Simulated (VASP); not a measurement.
Write the native input for VASP 6.6.1 that does the following.

| Quantity | Value |
| --- | --- |
| Task | relaxation of cell and atoms |
| Functional | revPBE |
| Potentials or basis | VASP PAW PBE potentials, release 64 (C_h) |
| Cutoff | 910 eV |
| k mesh | 13 × 13 × 8 |
| Occupations | fermi-dirac, width 0.05 eV |
| Spin | no spin polarisation |
| Dipole correction | no |
| Further INCAR settings | ALGO = Normal; EDIFF = 1e-07; IBRION = 2; EDIFFG = -0.01; NSW = 60; ISIF = 3 |

The structure of C lies in POSCAR:

```
C
1.0
    2.1273203072     -1.2282824400      0.0000000000
    2.1273203072      1.2282824400      0.0000000000
   -1.3790696309      0.0000000000      3.5028300786
C
2
Direct
    0.1666444700      0.1666444700      0.9999069600
    0.8333555300      0.8333555300      0.0000930400
```

These files were run (other wordings do the same):

INCAR

```
ALGO = Normal
EDIFF = 1E-7
EDIFFG = -0.01
ENCUT = 910
GGA = RE
GGA_COMPAT = F
IBRION = 2
ISIF = 3
ISMEAR = -1
LASPH = T
LCHARG = F
LREAL = F
LWAVE = F
NELM = 120
NELMIN = 4
NSW = 60
PREC = Accurate
SIGMA = 0.05
```

KPOINTS

```
k-points
0
Gamma
  13 13 8
```

Potentials or basis: VASP PAW PBE potentials, release 64 (C_h).

Command:

```sh
$ cat potpaw_PBE.64/C_h/POTCAR > POTCAR
$ mpirun -np 1 vasp_std > vasp.out
```

It gave:

```json
{"Relaxed volume": "10.38 Å³/atom", "Relaxed cell": "a = 2.472 Å, b = 2.472 Å, c = 4.163 Å, α = 106.87°, β = 106.87°, γ = 60.00°", "Space group after relaxing (to 0.1 Å)": "R-3m (No. 166)", "Energy gained by relaxing": "14.1 meV/atom", "Ionic steps": "12", "Pressure after relaxing": "0.0 GPa", "Largest force after relaxing": "0.009 eV/Å"}
```

Caveat: the cutoff is under 1.25 times the usual one of these potentials, so pressure, stress and relaxed cells hold a basis-set (Pulay) error; this functional lacks dispersion, which binds the layers, so the pressure and a relaxed spacing across them are unreliable; the PAW data sets were made with another functional, which shifts forces and pressure a little.

Wall time 8.1 min on 1 thread of Intel(R) Xeon(R) Platinum 8259CL CPU @ 2.50GHz (Skylake/Cascade Lake), with other jobs on the host, peak memory 0.23 GiB.
